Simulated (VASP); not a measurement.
# Co (P6_3/mmc) in VASP: a series of runs

Co is run at these levels: r2SCAN; tasks: single point.

Everything below comes from runs of VASP 6.6.1. Logs are shortened: lines on timing, memory, paths and dates and some standing lists are left out, and cuts for length are marked.

## Step 1: The cell of the first run

Symmetry: P6_3/mmc, No. 194, hexagonal system. The conventional cell has a = 2.470 Å, b = 2.470 Å, c = 4.020 Å, α = 90.00°, β = 90.00°, γ = 120.00°. Co (site symmetry -6m2) has 12 Co at 2.46 to 2.47 Å within 3.3 Å.

## Step 2: Single point, r2SCAN, collinear spin, ferromagnetic start

POSCAR

```
Co
1.0
    2.4696207654      0.0000000000      0.0000000000
   -1.2348103827      2.1387543205      0.0000000000
    0.0000000000      0.0000000000      4.0195615630
Co
2
Direct
    0.3333333333      0.6666666667      0.2500000000
    0.6666666667      0.3333333333      0.7500000000
```

INCAR.step1

```
PREC     = Accurate       # precision mode
ENCUT    = 520            # plane-wave cutoff, eV
ISMEAR   = 0              # smearing method
SIGMA    = 0.1            # smearing width, eV
LREAL    = F              # projectors in reciprocal space
LASPH    = T              # aspherical terms in the spheres
NELM     = 150            # most SCF steps
ISPIN    = 2              # spin polarisation
MAGMOM   = 2.17 2.17      # initial moments
LMAXMIX  = 4              # l up to which the mixer works
NBANDS   = 20             # bands
GGA      = PE             # functional
ALGO     = Normal         # electronic algorithm
EDIFF    = 1E-4           # SCF threshold, eV
LWAVE    = T              # write WAVECAR
LCHARG   = F              # write CHGCAR
```

INCAR.step2

```
PREC     = Accurate       # precision mode
ENCUT    = 520            # plane-wave cutoff, eV
EDIFF    = 1E-6           # SCF threshold, eV
ISMEAR   = 0              # smearing method
SIGMA    = 0.1            # smearing width, eV
LREAL    = F              # projectors in reciprocal space
LASPH    = T              # aspherical terms in the spheres
NELM     = 150            # most SCF steps
ALGO     = Normal         # electronic algorithm
ISIF     = 2              # what is computed and relaxed
LWAVE    = F              # write WAVECAR
LCHARG   = T              # write CHGCAR
ISPIN    = 2              # spin polarisation
MAGMOM   = 2.17 2.17      # initial moments
LORBIT   = 11             # projections on sites
LMAXMIX  = 4              # l up to which the mixer works
METAGGA  = R2SCAN         # meta-GGA
LMIXTAU  = T            
LELF     = T              # ELF
LVHAR    = T            
NBANDS   = 20             # bands
ISTART   = 1
```

KPOINTS

```
regular mesh
0
Gamma
  21 21 10
```

Potentials or basis: VASP PAW PBE potentials, release 64 (Co).

Run with:

```sh
$ cat potpaw_PBE.64/Co/POTCAR > POTCAR
$ cp INCAR.step1 INCAR
$ mpirun -np 1 vasp_std > vasp.out
$ cp INCAR.step2 INCAR
$ mpirun -np 1 vasp_std > vasp.out
```

OUTCAR:

```text
PREC = Accurate
   ENCUT = 520
   EDIFF = 1E-6
   ISMEAR = 0
   LREAL = F
   LASPH = T
   NELM = 150
   ISIF = 2
   ISPIN = 2
   LORBIT = 11
   METAGGA = R2SCAN
   ISTART = 1

 ion  position               nearest neighbor table
   1  0.333  0.667  0.250-   2 2.46   2 2.46   2 2.46   2 2.46   2 2.46   2 2.46
   2  0.667  0.333  0.750-   1 2.46   1 2.46   1 2.46   1 2.46   1 2.46   1 2.46

  LATTYP: Found a hexagonal cell.
 ALAT       =     2.4696207654
 C/A-ratio  =     1.6276027556

  Lattice vectors:

 A1 = (   2.4696207654,   0.0000000000,   0.0000000000)
 A2 = (  -1.2348103827,   2.1387543205,   0.0000000000)
 A3 = (   0.0000000000,   0.0000000000,   4.0195615630)

Analysis of symmetry for initial positions (statically):
=====================================================================
 Subroutine PRICEL returns:
 Original cell was already a primitive cell.

 Routine SETGRP: Setting up the symmetry group for a
 hexagonal supercell.

 Subroutine GETGRP returns: Found 24 space group operations
 (whereof 12 operations were pure point group operations)
 out of a pool of 24 trial point group operations.

The static configuration has the point symmetry D_3d.
 The point group associated with its full space group is D_6h.

Analysis of symmetry for dynamics (positions and initial velocities):
=====================================================================
 Subroutine PRICEL returns:
 Original cell was already a primitive cell.

 Routine SETGRP: Setting up the symmetry group for a
 hexagonal supercell.

 Subroutine GETGRP returns: Found 24 space group operations
 (whereof 12 operations were pure point group operations)
 out of a pool of 24 trial point group operations.

The dynamic configuration has the point symmetry D_3d.
 The point group associated with its full space group is D_6h.

Analysis of structural, dynamic, and magnetic symmetry:
=====================================================================
 Subroutine PRICEL returns:
 Original cell was already a primitive cell.

 Routine SETGRP: Setting up the symmetry group for a
 hexagonal supercell.

 Subroutine GETGRP returns: Found 24 space group operations
 (whereof 12 operations were pure point group operations)
 out of a pool of 24 trial point group operations.

The overall configuration has the point symmetry D_3d.
 The point group associated with its full space group is D_6h.

 Subroutine INISYM returns: Found 24 space group operations
 (whereof 12 operations are pure point group operations),
 and found     1 'primitive' translations

----------------------------------------------------------------------------------------

                                     Primitive cell

  volume of cell :      21.2310

  direct lattice vectors                    reciprocal lattice vectors
     2.469620765  0.000000000  0.000000000     0.404920470  0.233780942  0.000000000
    -1.234810383  2.138754320  0.000000000     0.000000000  0.467561884  0.000000000
     0.000000000  0.000000000  4.019561563     0.000000000  0.000000000  0.248783352

  length of vectors
     2.469620765  2.469620765  4.019561563     0.467561884  0.467561884  0.248783352

  position of ions in fractional coordinates (direct lattice)
     0.333333333  0.666666667  0.250000000
     0.666666667  0.333333333  0.750000000

  ion indices of the primitive-cell ions
   primitive index   ion index
                 1           1
                 2           2

----------------------------------------------------------------------------------------

 KPOINTS: regular mesh

Automatic generation of k-mesh.
 Grid dimensions read from file:
 generate k-points for:   21   21   10

 Generating k-lattice:

  Cartesian coordinates                     Fractional coordinates (reciprocal lattice)
     0.019281927  0.011132426  0.000000000     0.047619048  0.000000000  0.000000000
     0.000000000  0.022264852  0.000000000     0.000000000  0.047619048  0.000000000
     0.000000000  0.000000000  0.024878335     0.000000000  0.000000000  0.100000000

  Length of vectors
[... 55 lines left out ...]
[... 12 lines left out ...]
     19      37.6618      0.00000
     20      37.6619      0.00000

 k-point     2 :       0.0476    0.0000    0.0000
  band No.  band energies     occupation
      1       1.2433      1.00000
      2       4.8235      1.00000
      3       7.1213      1.00000
      4       7.3045      1.00000
      5       7.3504      1.00000
      6       7.5546      1.00000
[... 12 lines left out ...]
     19      38.8774      0.00000
     20      39.3849      0.00000
[... 465 lines left out ...]
      3       6.5749      1.00000
      4       6.7607      1.00000
      5       7.3280      1.00000
      6       7.4392      1.00000
[... 12 lines left out ...]
     19      36.8441      0.00000
     20      39.0618      0.00000

 k-point    24 :       0.1905    0.0952    0.0000
  band No.  band energies     occupation
      1       3.3039      1.00000
      2       5.6466      1.00000
      3       6.3852      1.00000
      4       6.4682      1.00000
      5       7.2950      1.00000
      6       7.3171      1.00000
[... 12 lines left out ...]
     19      36.7804      0.00000
     20      37.9005      0.00000

 [... further k-points ...]

 spin component 2

 k-point     1 :       0.0000    0.0000    0.0000
  band No.  band energies     occupation
      1       0.5754      1.00000
      2       5.9342      1.00000
      3       9.6142      1.00000
      4       9.7197      1.00000
      5       9.7198      1.00000
      6       9.7843      1.00000
[... 12 lines left out ...]
     19      38.3611      0.00000
     20      38.3611      0.00000

 k-point     2 :       0.0476    0.0000    0.0000
  band No.  band energies     occupation
      1       0.6616      1.00000
      2       5.9952      1.00000
      3       9.5075      1.00000
      4       9.6003      1.00000
      5       9.7646      1.00000
      6       9.8057      1.00000
[... 12 lines left out ...]
     19      39.6438      0.00000
     20      40.0744      0.00000
[... 465 lines left out ...]
      3       8.2225      1.00000
      4       8.7202      1.00000
      5       9.7003      1.00000
      6       9.9925      1.00000
[... 12 lines left out ...]
     19      37.3010      0.00000
     20      40.1415      0.00000

 k-point    24 :       0.1905    0.0952    0.0000
  band No.  band energies     occupation
      1       2.8339      1.00000
      2       7.1557      1.00000
      3       7.9150      1.00000
      4       8.4860      1.00000
      5       9.6093      1.00000
      6       9.8183      1.00000
[... 12 lines left out ...]
     19      37.3936      0.00000
     20      38.9193      0.00000

 [... further k-points ...]
[... 5 lines left out ...]
  --------------------------------------------------------------------------------------
  -------------------------------------------------------------------------------------
  Total        0.0051182      0.0051182     -0.0292636      0.0000000      0.0000000      0.0000000
  in kB        0.3862441      0.3862441     -2.2083535      0.0000000      0.0000000      0.0000000
  external PRESSURE =      -0.4786217 kB  Pullay stress =       0.0000000 kB

 VOLUME and BASIS-vectors are now :
 -----------------------------------------------------------------------------
  energy-cutoff  :      520.00
  volume of cell :       21.23
      direct lattice vectors                 reciprocal lattice vectors
     2.469620765  0.000000000  0.000000000     0.404920470  0.233780942  0.000000000
    -1.234810383  2.138754320  0.000000000     0.000000000  0.467561884  0.000000000
     0.000000000  0.000000000  4.019561563     0.000000000  0.000000000  0.248783352

 POSITION                                       TOTAL-FORCE (eV/Angst)
 -----------------------------------------------------------------------------------
     -0.00000      1.42584      1.00489         0.000000     -0.000000      0.000000
      1.23481      0.71292      3.01467        -0.000000      0.000000      0.000000
 -----------------------------------------------------------------------------------
    total drift:                                0.000000     -0.000000     -0.000000

  FREE ENERGIE OF THE ION-ELECTRON SYSTEM (eV)
  ---------------------------------------------------
  free  energy   TOTEN  =       -26.4177064353 eV

  energy  without entropy=      -26.4098741765  energy(sigma->0) =      -26.41379031

 total charge

# of ion       s       p       d       tot
------------------------------------------
    1        0.519   0.579   7.241   8.339
    2        0.519   0.579   7.241   8.339
--------------------------------------------------
tot          1.039   1.158  14.482  16.679

 magnetization (x)

# of ion       s       p       d       tot
------------------------------------------
    1       -0.013  -0.085   1.892   1.794
    2       -0.013  -0.085   1.892   1.794
--------------------------------------------------
tot         -0.025  -0.171   3.784   3.588
```

Run time: 7 min. Hardware: 1 thread of Intel Xeon 6975P-C (Granite Rapids), shared host; peak memory 0.27 GiB.

Results:

```
Free energy                                           : -26.4177 eV
Pressure                                              : 0.0 GPa
Net moment                                            : 3.47 μB per cell
Site moments                                          : Co +1.79 μB
Valence electrons inside the program's atomic spheres : Co 8.34
```

Caveat: the PAW data sets were made with another functional, which shifts forces and pressure a little.

## Step 3: Single point, r2SCAN, collinear spin, ferromagnetic start (volume scaled by 1.03, then relaxed in part)

POSCAR

```
Co
1.0
    2.4928426887      0.0000000000      0.0000000000
   -1.2464213443      2.1588650960      0.0000000000
    0.0000000000      0.0000000000      4.0633730835
Co
2
Direct
    0.3333333333      0.6666666667      0.2500000000
    0.6666666667      0.3333333333      0.7500000000
```

INCAR.step1

```
SYSTEM = Co
PREC = Accurate
ENCUT = 520
ISMEAR = 0
SIGMA = 0.1
LREAL = .FALSE.
LASPH = .TRUE.
NELM = 150
ISPIN = 2
MAGMOM = 2.07 2.07
LMAXMIX = 4
NBANDS = 20
GGA = PE
ALGO = Normal
EDIFF = 1E-4
LWAVE = .TRUE.
LCHARG = .FALSE.
```

INCAR.step2

```
SYSTEM = Co
PREC = Accurate
ENCUT = 520
EDIFF = 1E-6
ISMEAR = 0
SIGMA = 0.1
LREAL = .FALSE.
LASPH = .TRUE.
NELM = 150
ALGO = Normal
ISIF = 2
LWAVE = .FALSE.
LCHARG = .FALSE.
ISPIN = 2
MAGMOM = 2.07 2.07
LORBIT = 11
LMAXMIX = 4
METAGGA = R2SCAN
LMIXTAU = .TRUE.
NBANDS = 20
ISTART = 1
```

KPOINTS

```
regular mesh
0
G
  21 21 10
  0 0 0
```

Potentials or basis: VASP PAW PBE potentials, release 64 (Co).

Run with:

```sh
$ cat potpaw_PBE.64/Co/POTCAR > POTCAR
$ cp INCAR.step1 INCAR
$ mpirun -np 1 vasp_std > vasp.out
$ cp INCAR.step2 INCAR
$ mpirun -np 1 vasp_std > vasp.out
```

It took 9.5 min on 1 thread of Intel Xeon 6975P-C (Granite Rapids), shared host; peak memory 0.28 GiB.

It converged, with:

```
Free energy                                           : -26.4043 eV
Pressure                                              : -6.5 GPa
Net moment                                            : 3.50 μB per cell
Site moments                                          : Co +1.82 μB
Valence electrons inside the program's atomic spheres : Co 8.28
```

Stress tensor (GPa, compression positive):
```
-6.40  0.00  0.00
 0.00 -6.40  0.00
 0.00  0.00 -6.62
```

Levels at points of the mesh, in eV from the Fermi level:
Spin up:
```tsv
k point	band 7	band 8	band 9	band 10	band 11	band 12	band 13	band 14	band 15	band 16
(0.00, 0.00, 0.00)	-3.06	-2.73	-2.73	-1.68	-1.68	-0.32	5.98	22.71	25.25	25.25
(0.00, 0.00, 0.50)	-3.41	-3.41	-1.98	-1.98	-1.98	-1.98	14.97	14.97	23.48	23.48
```
Spin down:
| k point | band 5 | band 6 | band 7 | band 8 | band 9 | band 10 |
| --- | --- | --- | --- | --- | --- | --- |
| (0.00, 0.00, 0.00) | -0.87 | -0.87 | -0.50 | -0.50 | 0.03 | 0.03 |
| (0.00, 0.00, 0.50) | -0.92 | -0.92 | -0.92 | -0.92 | 0.91 | 0.91 |

Caveat: the PAW data sets were made with another functional, which shifts forces and pressure a little.

## Step 4: Single point, r2SCAN, collinear spin, ferromagnetic start (volume scaled by 0.94, then relaxed in part)

POSCAR

```
Co
1.0
    2.4222095274      0.0000000000      0.0000000000
   -1.2111047637      2.0976949840      0.0000000000
    0.0000000000      0.0000000000      3.9277483833
Co
2
Direct
    0.3333333333      0.6666666667      0.2500000000
    0.6666666667      0.3333333333      0.7500000000
```

INCAR.step1

```
ALGO = Normal
EDIFF = 1E-4
ENCUT = 520
GGA = PE
ISMEAR = 0
ISPIN = 2
LASPH = T
LCHARG = F
LMAXMIX = 4
LREAL = F
LWAVE = T
MAGMOM = 2.07 2.07
NBANDS = 20
NELM = 150
PREC = Accurate
SIGMA = 0.1
```

INCAR.step2

```
ALGO = Normal
EDIFF = 1E-6
ENCUT = 520
ISIF = 2
ISMEAR = 0
ISPIN = 2
ISTART = 1
LASPH = T
LCHARG = F
LMAXMIX = 4
LMIXTAU = T
LORBIT = 11
LREAL = F
LWAVE = F
MAGMOM = 2.07 2.07
METAGGA = R2SCAN
NBANDS = 20
NELM = 150
PREC = Accurate
SIGMA = 0.1
```

KPOINTS

```
k-points
0
Gamma
  21 21 10
```

Run with:

```sh
$ cat potpaw_PBE.64/Co/POTCAR > POTCAR
$ cp INCAR.step1 INCAR
$ mpirun -np 1 vasp_std > vasp.out
$ cp INCAR.step2 INCAR
$ mpirun -np 1 vasp_std > vasp.out
```

Wall time 9.5 min (1 thread of Intel Xeon Platinum 8375C at 2.90GHz (Ice Lake), shared host); peak memory 0.26 GiB.

Results (log left out):

* Free energy: -26.3562 eV
* Pressure: 16.4 GPa
* Net moment: 3.38 μB per cell
* Site moments: Co +1.73 μB
* Valence electrons inside the program's atomic spheres: Co 8.48

Stress tensor (GPa, compression positive):
```
16.51  0.00  0.00
 0.00 16.51  0.00
 0.00  0.00 16.26
```

Levels at points of the mesh, in eV from the Fermi level:
Spin up:
```tsv
k point	band 7	band 8	band 9	band 10	band 11	band 12	band 13	band 14	band 15	band 16
(0.00, 0.00, 0.00)	-3.08	-2.69	-2.69	-1.46	-1.46	-0.29	6.95	23.47	26.90	26.94
(0.00, 0.00, 0.50)	-3.51	-3.51	-1.81	-1.81	-1.81	-1.81	16.24	16.24	24.31	24.31
```
Spin down:
| k point | band 4 | band 5 | band 6 | band 7 | band 8 | band 9 | band 10 | band 11 |
| --- | --- | --- | --- | --- | --- | --- | --- | --- |
| (0.00, 0.00, 0.00) | -1.03 | -1.03 | -0.79 | -0.59 | -0.59 | -0.06 | -0.06 | 1.37 |
| (0.00, 0.00, 0.50) | -1.84 | -1.10 | -1.10 | -1.10 | -1.10 | 0.97 | 0.97 | 0.97 |

Caveat: the PAW data sets were made with another functional, which shifts forces and pressure a little.

## Step 5: Single point, r2SCAN, collinear spin, ferromagnetic start (volume scaled by 0.97, then relaxed in part)

POSCAR

```
Co
1.0
    2.4460621147      0.0000000000      0.0000000000
   -1.2230310573      2.1183519305      0.0000000000
    0.0000000000      0.0000000000      3.9744404374
Co
2
Direct
    0.3333333333      0.6666666667      0.2500000000
    0.6666666667      0.3333333333      0.7500000000
```

INCAR.step1

```
PREC     = Accurate       # precision mode
ENCUT    = 520            # plane-wave cutoff, eV
ISMEAR   = 0              # smearing method
SIGMA    = 0.1            # smearing width, eV
LREAL    = F              # projectors in reciprocal space
LASPH    = T              # aspherical terms in the spheres
NELM     = 150            # most SCF steps
ISPIN    = 2              # spin polarisation
MAGMOM   = 2.07 2.07      # initial moments
LMAXMIX  = 4              # l up to which the mixer works
NBANDS   = 20             # bands
GGA      = PE             # functional
ALGO     = Normal         # electronic algorithm
EDIFF    = 1E-4           # SCF threshold, eV
LWAVE    = T              # write WAVECAR
LCHARG   = F              # write CHGCAR
```

INCAR.step2

```
PREC     = Accurate       # precision mode
ENCUT    = 520            # plane-wave cutoff, eV
EDIFF    = 1E-7           # SCF threshold, eV
ISMEAR   = 0              # smearing method
SIGMA    = 0.1            # smearing width, eV
LREAL    = F              # projectors in reciprocal space
LASPH    = T              # aspherical terms in the spheres
NELM     = 150            # most SCF steps
ALGO     = Normal         # electronic algorithm
ISIF     = 2              # what is computed and relaxed
LWAVE    = F              # write WAVECAR
LCHARG   = F              # write CHGCAR
ISPIN    = 2              # spin polarisation
MAGMOM   = 2.07 2.07      # initial moments
LORBIT   = 11             # projections on sites
LMAXMIX  = 4              # l up to which the mixer works
METAGGA  = R2SCAN         # meta-GGA
LMIXTAU  = T            
NBANDS   = 20             # bands
ISTART   = 1
```

KPOINTS

```
Automatic mesh
0
Gamma
  21 21 10
```

Run with:

```sh
$ cat potpaw_PBE.64/Co/POTCAR > POTCAR
$ cp INCAR.step1 INCAR
$ mpirun -np 1 vasp_std > vasp.out
$ cp INCAR.step2 INCAR
$ mpirun -np 1 vasp_std > vasp.out
```

Run time: 11 min. Hardware: 1 thread of Intel Xeon Platinum 8375C at 2.90GHz (Ice Lake), shared host; peak memory 0.27 GiB.

Results (log left out):

- Free energy: -26.4032 eV
- Pressure: 7.5 GPa
- Net moment: 3.43 μB per cell
- Site moments: Co +1.77 μB
- Valence electrons inside the program's atomic spheres: Co 8.40

Stress tensor (GPa, compression positive):
```
7.60 0.00 0.00
0.00 7.60 0.00
0.00 0.00 7.32
```

Levels at points of the mesh, in eV from the Fermi level:
Spin up:
| k point | band 7 | band 8 | band 9 | band 10 | band 11 | band 12 | band 13 | band 14 | band 15 | band 16 |
| --- | --- | --- | --- | --- | --- | --- | --- | --- | --- | --- |
| (0.00, 0.00, 0.00) | -3.07 | -2.70 | -2.70 | -1.54 | -1.54 | -0.31 | 6.60 | 23.21 | 26.36 | 26.36 |
| (0.00, 0.00, 0.50) | -3.47 | -3.47 | -1.87 | -1.87 | -1.87 | -1.87 | 15.79 | 15.79 | 24.03 | 24.03 |
Spin down:
| k point | band 3 | band 4 | band 5 | band 6 | band 7 | band 8 | band 9 | band 10 | band 11 | band 12 |
| --- | --- | --- | --- | --- | --- | --- | --- | --- | --- | --- |
| (0.00, 0.00, 0.00) | -1.06 | -0.97 | -0.97 | -0.83 | -0.56 | -0.56 | -0.02 | -0.02 | 1.33 | 1.33 |
| (0.00, 0.00, 0.50) | -1.77 | -1.77 | -1.03 | -1.03 | -1.03 | -1.03 | 0.95 | 0.95 | 0.95 | 0.95 |

Caveat: the PAW data sets were made with another functional, which shifts forces and pressure a little.

## Step 6: Summary

```csv
cell,gap on the mesh (eV),pressure (GPa),moment (μB)
"a = 2.470, b = 2.470, c = 4.020 Å, angles 90.0, 90.0, 120.0°, 2 atoms",none,0.0,3.47
"a = 2.493, b = 2.493, c = 4.063 Å, angles 90.0, 90.0, 120.0°, 2 atoms",none,-6.5,3.50
"a = 2.422, b = 2.422, c = 3.928 Å, angles 90.0, 90.0, 120.0°, 2 atoms",none,16.4,3.38
"a = 2.446, b = 2.446, c = 3.974 Å, angles 90.0, 90.0, 120.0°, 2 atoms",none,7.5,3.43
```

Alike in all rows: task single point; level r2SCAN; potentials or basis VASP PAW PBE potentials, release 64 (Co); spin collinear, ferromagnetic start; k mesh 21 × 21 × 10; cutoff (eV) 520; smearing gaussian 0.1 eV.

Caveats: the PAW data sets were made with another functional, which shifts forces and pressure a little.

Absolute energies hang on the potentials; compare differences alone.
